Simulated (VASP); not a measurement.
B32N31 (a cell with a defect), 63 atoms in the cell. The cell holds a defect, 63 atoms: a = 7.212 Å, b = 7.212 Å, c = 7.212 Å, α = 90.00°, β = 90.00°, γ = 90.00°. 

- Program: VASP 6.6.1
- Task: single point
- Functional: PBEsol
- Potentials or basis: VASP PAW PBE potentials, release 64 (B, N)
- Cutoff: 520 eV
- k mesh: 1 × 1 × 1, shifted
- Occupations: fermi-dirac, width 0.05 eV
- Spin: no spin polarisation
- Dipole correction: no
- Charge: -1
- Further INCAR settings: LREAL = Auto; ALGO = Normal; EDIFF = 1e-06; NBANDS = 162; ISYM = -1; NELECT = 252.0

Potentials or basis: VASP PAW PBE potentials, release 64 (B, N).

Command:

```console
$ cat potpaw_PBE.64/B/POTCAR potpaw_PBE.64/N/POTCAR > POTCAR
$ mpirun -np 1 vasp_std > vasp.out
```

Hardware: 1 thread of Intel(R) Xeon(R) Platinum 8375C CPU @ 2.90GHz (Ice Lake) (shared host).

Problem. Estimate the wall time of this run.

Solution. Run time: 2.8 min on 1 thread of Intel(R) Xeon(R) Platinum 8375C CPU @ 2.90GHz (Ice Lake), on a shared host, peak memory 0.4 GiB. Counts: scf iterations 15, k points 1.
